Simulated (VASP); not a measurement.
A run of VASP 6.6.1:

INCAR

```
SYSTEM = Al36H
PREC     = Accurate       ! precision mode
ENCUT    = 520            ! plane-wave cutoff, eV
EDIFF    = 1E-7           ! SCF threshold, eV
ISMEAR   = 0              ! smearing method
SIGMA    = 0.1            ! smearing width, eV
LREAL    = Auto         
LASPH    = .TRUE.         ! aspherical terms in the spheres
NELM     = 80             ! most SCF steps
ALGO     = Normal         ! electronic algorithm
ISIF     = 2              ! what is computed and relaxed
LWAVE    = .FALSE.        ! write WAVECAR
LCHARG   = .TRUE.         ! write CHGCAR
LDIPOL   = .TRUE.       
IDIPOL   = 3            
DIPOL    = 0.5 0.5 0.378
GGA      = PE             ! functional
IVDW     = 12             ! dispersion correction
LELF     = .TRUE.         ! ELF
LVHAR    = .TRUE.       
LVACPOTAV= .TRUE.       
NBANDS   = 78             ! bands
```

File KPOINTS:

```
regular mesh
0
G
  6 6 1
  0 0 0
```

Contents of POSCAR:

```
Al36H
1.0
    5.6288445219      0.0000000000      0.0000000000
   -2.8144222609      4.8747223499      0.0000000000
    0.0000000000      0.0000000000     35.9073562080
Al H
36 1
Direct
    0.1666666667      0.3333333333      0.1113977865
    0.1666666667      0.8333333333      0.1113977865
    0.6666666667      0.3333333333      0.1113977865
    0.6666666667      0.8333333333      0.1113977865
    0.0000000000      0.0000000000      0.1757372983
    0.0000000000      0.5000000000      0.1757372983
    0.5000000000      0.0000000000      0.1757372983
    0.5000000000      0.5000000000      0.1757372983
    0.3333333333      0.1666666667      0.2400768102
    0.3333333333      0.6666666667      0.2400768102
    0.8333333333      0.1666666667      0.2400768102
    0.8333333333      0.6666666667      0.2400768102
    0.0000000000      0.0000000000      0.3044163221
    0.0000000000      0.5000000000      0.3044163221
    0.5000000000      0.0000000000      0.3044163221
    0.5000000000      0.5000000000      0.3044163221
    0.1666666667      0.3333333333      0.3682539347
    0.1666666667      0.8333333333      0.3682539347
    0.6666666667      0.3333333333      0.3682539347
    0.6666666667      0.8333333333      0.3682539347
    0.0000000000      0.0000000000      0.4320699059
    0.0000000000      0.5000000000      0.4320699059
    0.5000000000      0.0000000000      0.4320699059
    0.5000000000      0.5000000000      0.4320699059
    0.3333333333      0.1666666667      0.4967844642
    0.3333333333      0.6666666667      0.4967844642
    0.8333333333      0.1666666667      0.4967844642
    0.8333333333      0.6666666667      0.4967844642
    0.0000000000      0.0000000000      0.5611166564
    0.0000000000      0.5000000000      0.5611166564
    0.5000000000      0.0000000000      0.5611166564
    0.5000000000      0.5000000000      0.5611166564
    0.1666666667      0.3333333333      0.6268174153
    0.1666666667      0.8333333333      0.6268174153
    0.6666666667      0.3333333333      0.6268174153
    0.6666666667      0.8333333333      0.6268174153
    0.1666666667      0.3333333333      0.7215055338
```

Potentials or basis: VASP PAW PBE potentials, release 64 (Al, H).

Launch:

```bash
$ cat potpaw_PBE.64/Al/POTCAR potpaw_PBE.64/H/POTCAR > POTCAR
$ mpirun -np 1 vasp_std > vasp.out
```

Hardware: 1 thread of Intel(R) Xeon(R) 6975P-C (Granite Rapids) (shared host).

Problem. Estimate the wall time of this run.

Solution. It took 18 min on 1 thread of Intel(R) Xeon(R) 6975P-C (Granite Rapids), on a shared host, peak memory 1.1 GiB. Counts: scf iterations 38, k points 7.
